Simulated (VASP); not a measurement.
Ba3Ca: relaxation of cell and atoms with LDA

Ba3Ca:

```
CELL_PARAMETERS angstrom
6.25493 0.00000 0.00000
0.00000 6.25493 0.00000
0.00000 0.00000 6.25493
ATOMIC_POSITIONS crystal
Ba 0.00000 0.50000 0.50000
Ba 0.50000 0.00000 0.50000
Ba 0.50000 0.50000 0.00000
Ca 0.00000 0.00000 0.00000
```

| Quantity | Value |
| --- | --- |
| Program | VASP 6.6.1 |
| Task | relaxation of cell and atoms |
| Functional | LDA |
| Potentials or basis | VASP PAW LDA potentials, release 64 (Ba_sv, Ca_sv) |
| Cutoff | 600 eV |
| k mesh | 4 × 4 × 4 |
| Occupations | methfessel-paxton, width 0.15 eV |
| Spin | no spin polarisation |
| Target pressure | -2 GPa |
| Dipole correction | no |
| Further INCAR settings | ALGO = Normal; EDIFF = 1e-06; IBRION = 2; EDIFFG = -0.005; NSW = 80; ISIF = 3 |

```
Relaxed volume                                         : 65.61 Å³/atom
Relaxed cell                                           : a = 6.402 Å, b = 6.402 Å, c = 6.402 Å, α = 90.00°, β = 90.00°, γ = 90.00°
Space group after relaxing (to 0.05 Å)                 : Pm-3m (No. 221)
Energy change on relaxing (the enthalpy is what falls) : +50.0 meV/atom
Ionic steps                                            : 4
Pressure after relaxing                                : -2.0 GPa
Band gap on the k mesh                                 : zero (band 20 reaches 1.39 eV, above the bottom of band 21 at 1.14 eV)
```

Step by step:
```tsv
step	energy change (eV)	largest force (eV/Å)	pressure (GPa)	volume (Å³)
1	0.0000	0.0000	-1.60	244.72
2	0.0574	0.0000	-1.74	250.23
3	0.2105	0.0000	-2.02	263.26
4	0.2001	0.0000	-2.00	262.44
```

Final structure:
```yaml
crystal:
  lattice:
    - [6.40237, 0.00000, 0.00000]
    - [0.00000, 6.40237, 0.00000]
    - [0.00000, 0.00000, 6.40237]
  atoms:
    - { symbol: Ba, position: [0.00000, 0.50000, 0.50000] }
    - { symbol: Ba, position: [0.50000, 0.00000, 0.50000] }
    - { symbol: Ba, position: [0.50000, 0.50000, 0.00000] }
    - { symbol: Ca, position: [0.00000, 0.00000, 0.00000] }
```

Levels at points of the mesh, in eV from the Fermi level:
| k point | band 18 | band 19 | band 20 | band 21 | band 22 | band 23 |
| --- | --- | --- | --- | --- | --- | --- |
| (0.00, 0.00, 0.00) | -0.98 | -0.50 | -0.50 | -0.01 | -0.01 | -0.01 |
| (0.50, 0.00, 0.00) | -1.76 | -0.22 | 0.24 | 0.30 | 0.30 | 0.52 |
| (0.50, 0.50, 0.00) | -0.93 | -0.93 | -0.52 | 0.20 | 0.68 | 0.78 |
| (0.50, 0.50, 0.50) | -0.82 | -0.82 | -0.82 | 0.44 | 0.44 | 0.44 |

Wall time 6.2 min on 1 thread of Oxide Virtual Turin-like Processor (shared host), peak memory 0.29 GiB.

Caveat: the cell is relaxed towards a set pressure, so the enthalpy falls and the energy may rise; spin-orbit coupling is left out, which moves the levels of the heavy elements.
